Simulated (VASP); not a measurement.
# VGe3 (Pm-3m) in VASP: a series of runs, part 2 of 2

VASP 6.6.1. The steps go on from the part before.

**3. Relaxation of cell and atoms, PBE, collinear spin, ferromagnetic start**

This run uses another cell than the first one, of 13.41 Å³/atom, 0.799 times its volume.

INCAR

```
SYSTEM = VGe3
ALGO = Normal ; EDIFF = 1E-7
EDIFFG = -0.04 ; ENCUT = 600
GGA = PE ; IBRION = 2
ISIF = 3 ; ISMEAR = 0
ISPIN = 2 ; LASPH = .True.
LCHARG = .False. ; LMAXMIX = 4
LORBIT = 11 ; LREAL = .False.
LWAVE = .False. ; MAGMOM = 1.61 0 0 0
NELM = 150 ; NSW = 90
PREC = Accurate ; SIGMA = 0.1
```

KPOINTS

```
k-points
0
Gamma
  4 4 4
  0 0 0
```

POSCAR

```
VGe3
1.0
    3.7712088146      0.0000000000      0.0000000000
    0.0000000000      3.7712088146      0.0000000000
    0.0000000000      0.0000000000      3.7712088146
V Ge
1 3
Direct
    0.0000000000      0.0000000000      0.0000000000
    0.0000000000      0.5000000000      0.5000000000
    0.5000000000      0.0000000000      0.5000000000
    0.5000000000      0.5000000000      0.0000000000
```

Potentials or basis: VASP PAW PBE potentials, release 64 (V_sv, Ge_d).

On the command line:

```sh
$ cat potpaw_PBE.64/V_sv/POTCAR potpaw_PBE.64/Ge_d/POTCAR > POTCAR
$ mpirun -np 1 vasp_std > vasp.out
```

OUTCAR:

```text
SYSTEM = VGe3
   EDIFF = 1E-7
   EDIFFG = -0.04
   ENCUT = 600
   GGA = PE
   IBRION = 2
   ISIF = 3
   ISMEAR = 0
   ISPIN = 2
   LASPH = .True.
   LORBIT = 11
   LREAL = .False.
   NELM = 150
   NSW = 90
   PREC = Accurate

 ion  position               nearest neighbor table
   1  0.000  0.000  0.000-   2 2.67   3 2.67   4 2.67   2 2.67   3 2.67   2 2.67   4 2.67   2 2.67
                             3 2.67   4 2.67   3 2.67   4 2.67
   2  0.000  0.500  0.500-   1 2.67   3 2.67   4 2.67   1 2.67   4 2.67   1 2.67   3 2.67   1 2.67
                             3 2.67   4 2.67   4 2.67   3 2.67
   3  0.500  0.000  0.500-   1 2.67   2 2.67   4 2.67   1 2.67   4 2.67   2 2.67   4 2.67   4 2.67
                             1 2.67   2 2.67   1 2.67   2 2.67
   4  0.500  0.500  0.000-   1 2.67   2 2.67   3 2.67   2 2.67   3 2.67   1 2.67   3 2.67   3 2.67
                             1 2.67   2 2.67   2 2.67   1 2.67

  LATTYP: Found a simple cubic cell.
 ALAT       =     3.7712088146

  Lattice vectors:

 A1 = (   3.7712088146,   0.0000000000,   0.0000000000)
 A2 = (   0.0000000000,   3.7712088146,   0.0000000000)
 A3 = (   0.0000000000,   0.0000000000,   3.7712088146)

Analysis of symmetry for initial positions (statically):
=====================================================================
 Subroutine PRICEL returns:
 Original cell was already a primitive cell.

 Routine SETGRP: Setting up the symmetry group for a
 simple cubic supercell.

 Subroutine GETGRP returns: Found 48 space group operations
[... 9 lines left out ...]

 Routine SETGRP: Setting up the symmetry group for a
 simple cubic supercell.

 Subroutine GETGRP returns: Found 48 space group operations
 (whereof 48 operations were pure point group operations)
 out of a pool of 48 trial point group operations.

The dynamic configuration has the point symmetry O_h .

Analysis of structural, dynamic, and magnetic symmetry:
=====================================================================
 Subroutine PRICEL returns:
 Original cell was already a primitive cell.

 Routine SETGRP: Setting up the symmetry group for a
 simple cubic supercell.

 Subroutine GETGRP returns: Found 48 space group operations
 (whereof 48 operations were pure point group operations)
 out of a pool of 48 trial point group operations.

[... 113 lines left out ...]
   LORBIT       =     11    0 simple, 1 ext, 2 COOP (PROOUT), +10 PAW based schemes
   GGA     = PE    functional components
   LHFCALC =     F    Hartree Fock is set to
   AEXX    =    0.0000 exact exchange contribution
   IVDW    =     0    specifies the selected vdW correction
   LEPSILON=     F    determine dielectric tensor
   LRPA    =     F    only Hartree local field effects (RPA)
 conjugate gradient relaxation of ions
 spin polarized calculation
 Gauss-broadening in eV      SIGMA  =   0.10
  energy-cutoff  :      600.00
  volume of cell :       53.63
 maximum number of plane-waves:      1803
   NGX = 15   NGY = 15   NGZ = 15

--------------------------------------- Ionic step        1  -------------------------------------------

 number of electron      54.9999958 magnetization       1.6141297

 Free energy of the ion-electron system (eV)
  ---------------------------------------------------
  ext. energy  EPLUGINS =         0.00000000
  ---------------------------------------------------
  free energy    TOTEN  =       -20.26383866 eV

  energy without entropy =      -20.25295776  energy(sigma->0) =      -20.25839821

 E-fermi :  11.4111     XC(G=0): -13.0473

 val. band max:       11.3986963395   @ k =   0.5000   0.0000   0.0000
 cond. band min:      11.4274748653   @ k =   0.2500   0.2500   0.0000
 fundamental gap:      0.0287785258
 Fermi energy:        11.4111374014

 spin component 1

 k-point     1 :       0.0000    0.0000    0.0000
  band No.  band energies     occupation
      1     -53.5432      1.00000
      2     -27.4717      1.00000
      3     -27.4716      1.00000
      4     -27.4716      1.00000
      5     -14.1475      1.00000
      6     -14.1325      1.00000
[... 849 lines left out ...]
--------------------------------------- Ionic step        4  -------------------------------------------

 number of electron      54.9999887 magnetization      -2.3714244

 Free energy of the ion-electron system (eV)
  ---------------------------------------------------
  ext. energy  EPLUGINS =         0.00000000
  ---------------------------------------------------
  free energy    TOTEN  =       -21.33172869 eV

  energy without entropy =      -21.31620599  energy(sigma->0) =      -21.32396734

 E-fermi :   8.2507     XC(G=0): -11.8012

 val. band max:        8.1065478455   @ k =   0.5000   0.2500   0.2500
 cond. band min:       8.2663408652   @ k =   0.5000   0.2500   0.2500
 fundamental gap:      0.1597930197
 Fermi energy:         8.2507290476

 spin component 1

 k-point     1 :       0.0000    0.0000    0.0000
  band No.  band energies     occupation
      1     -54.6657      1.00000
      2     -28.5694      1.00000
      3     -28.5694      1.00000
      4     -28.5694      1.00000
      5     -16.7474      1.00000
      6     -16.7443      1.00000
[... 763 lines left out ...]
  FREE ENERGIE OF THE ION-ELECTRON SYSTEM (eV)
  ---------------------------------------------------
  free  energy   TOTEN  =       -21.3317286868 eV

  energy  without entropy=      -21.3162059943  energy(sigma->0) =      -21.32396734

 reached required accuracy - stopping structural energy minimisation

 total charge

# of ion       s       p       d       tot
------------------------------------------
    1        2.192   6.090   3.122  11.404
    2        1.203   1.039  10.043  12.285
    3        1.203   1.039  10.043  12.285
    4        1.203   1.039  10.043  12.285
--------------------------------------------------
tot          5.802   9.207  33.251  48.259

 magnetization (x)

# of ion       s       p       d       tot
------------------------------------------
    1       -0.038  -0.018  -2.081  -2.137
    2        0.001   0.020  -0.007   0.014
    3        0.001   0.020  -0.007   0.014
    4        0.001   0.020  -0.007   0.014
--------------------------------------------------
tot         -0.034   0.041  -2.103  -2.097
```

OSZICAR:

```text
N       E                     dE             d eps       ncg     rms          rms(c)
DAV:   1     0.525659036437E+03    0.52566E+03   -0.28086E+04  1680   0.490E+03
DAV:   2     0.581858488713E+02   -0.46747E+03   -0.45783E+03  1360   0.838E+02
DAV:   3    -0.175122036945E+02   -0.75698E+02   -0.74324E+02  1410   0.226E+02
[... 81 lines left out ...]
DAV:   9    -0.213317289861E+02    0.14077E-04   -0.92705E-05  1486   0.977E-02    0.263E-02
DAV:  10    -0.213317291537E+02   -0.16754E-06   -0.14411E-05  1528   0.268E-02    0.860E-03
DAV:  11    -0.213317283852E+02    0.76847E-06   -0.22407E-06  1606   0.185E-02    0.261E-03
DAV:  12    -0.213317285590E+02   -0.17382E-06   -0.14129E-07   920   0.342E-03    0.139E-03
DAV:  13    -0.213317286670E+02   -0.10799E-06   -0.70119E-08   828   0.126E-03    0.343E-04
DAV:  14    -0.213317286868E+02   -0.19763E-07   -0.66733E-09   708   0.695E-04
   4 F= -.21331729E+02 E0= -.21323967E+02  d E =-.106789E+01  mag=    -2.3715
```

Wall time 5.3 min (1 thread of Intel Xeon Platinum 8259CL at 2.50GHz (Skylake/Cascade Lake), shared host); peak memory 0.21 GiB.

What came out:

```
Free energy                                           : -21.3317 eV
Relaxed volume                                        : 16.84 Å³/atom
Relaxed cell                                          : a = 4.069 Å, b = 4.069 Å, c = 4.069 Å, α = 90.00°, β = 90.00°, γ = 90.00°
Space group after relaxing (to 0.05 Å)                : Pm-3m (No. 221)
Energy gained by relaxing                             : 267.0 meV/atom
Ionic steps                                           : 4
Pressure after relaxing                               : 0.2 GPa
Net moment                                            : -2.37 μB per cell
Site moments                                          : V -2.14; Ge +0.01 μB
Valence electrons inside the program's atomic spheres : V 11.40; Ge 12.29
```

Step by step:
```csv
step,energy change (eV),largest force (eV/Å),pressure (GPa),volume (Å³)
1,0.0000,0.0000,31.55,53.63
2,-0.2791,0.0000,-9.79,76.85
3,-1.0228,0.0000,4.41,64.00
4,-1.0679,0.0000,0.15,67.35
```

Final structure:
```
CELL_PARAMETERS angstrom
4.06852 0.00000 0.00000
0.00000 4.06852 0.00000
0.00000 0.00000 4.06852
ATOMIC_POSITIONS crystal
V 0.00000 0.00000 0.00000
Ge 0.00000 0.50000 0.50000
Ge 0.50000 0.00000 0.50000
Ge 0.50000 0.50000 0.00000
```

Caveat: the k points lie up to 0.39 Å⁻¹ apart in the final cell; the volume moved by over 15 % at a fixed basis, so the end points are rough.
